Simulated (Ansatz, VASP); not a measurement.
**LiTlS2: VASP beside Ansatz**

INCAR

```
SYSTEM = LiTlS2
PREC = Accurate
ENCUT = 520
EDIFF = 1E-7
ISMEAR = 0
SIGMA = 0.01
LREAL = .False.
LASPH = .True.
NELM = 100
ALGO = Normal
ISIF = 2
LWAVE = .False.
LCHARG = .False.
GGA = PE
NBANDS = 22
```

KPOINTS

```
regular mesh
0
Gamma
  6 6 4
  0 0 0
```

POSCAR

```
LiTlS2
1.0
    4.0667718459      0.0000000000      0.0000000000
    0.0000000000      4.0667718459      0.0000000000
    0.0000000000      0.0000000000      5.7187778501
Li S Tl
1 2 1
Direct
    0.0000000000      0.0000000000      0.0000000000
    0.0000000000      0.5000000000      0.2309016897
    0.5000000000      0.0000000000      0.7690983103
    0.5000000000      0.5000000000      0.5000000000
```

Input for Ansatz:

```yaml
crystal:
  lattice:
    - [4.0667718459, 0.0, 0.0]
    - [0.0, 4.0667718459, 0.0]
    - [0.0, 0.0, 5.7187778501]
  atoms:
    - { symbol: Li, position: [0.0, 0.0, 0.0] }
    - { symbol: S, position: [0.0, 0.5, 0.2309016897] }
    - { symbol: Tl, position: [0.5, 0.5, 0.5] }
    - { symbol: S, position: [0.5, 0.0, 0.7690983103] }
kpoints:
  mp_grid: { grid: [6, 6, 4] }
  band_path:
    path:
      - [0.0, 0.0, 0.0]
      - [0.0, 0.5, 0.0]
      - [0.5, 0.5, 0.0]
      - [0.0, 0.0, 0.5]
      - [0.0, 0.5, 0.5]
      - [0.5, 0.5, 0.5]
    npoints: 1
hamiltonian:
  xc: pbe
scf:
  occupations: { method: fixed }
  n_extra_bands: 5
output:
  forces: true
  stress: true
  eigenvalues: true
```

Alike in both runs: task single point; functional PBE; k mesh 6 × 6 × 4; no spin polarisation.

|  | VASP | Ansatz |
| --- | --- | --- |
| version | VASP 6.6.1 | Ansatz 0.2.0 |
| potentials or method | VASP PAW PBE potentials, release 64 (Li_sv, S, Tl_d) | plane waves, PAW |
| plane-wave cutoff (eV) | 520 | 420 |
| occupations | gaussian, width 0.01 eV | fixed |
| valence electrons in the cell | 28 | 28 |

```csv
,VASP,Ansatz,Ansatz less VASP
gap on the k mesh at the Fermi level (eV),0.93,0.93,-0.006
rms of the force components (eV/Å),0.066,0.071,+0.0041
```

Spin-orbit coupling is off throughout. Noted on VASP's run: the cutoff is short for stress, so the pressure is rough.
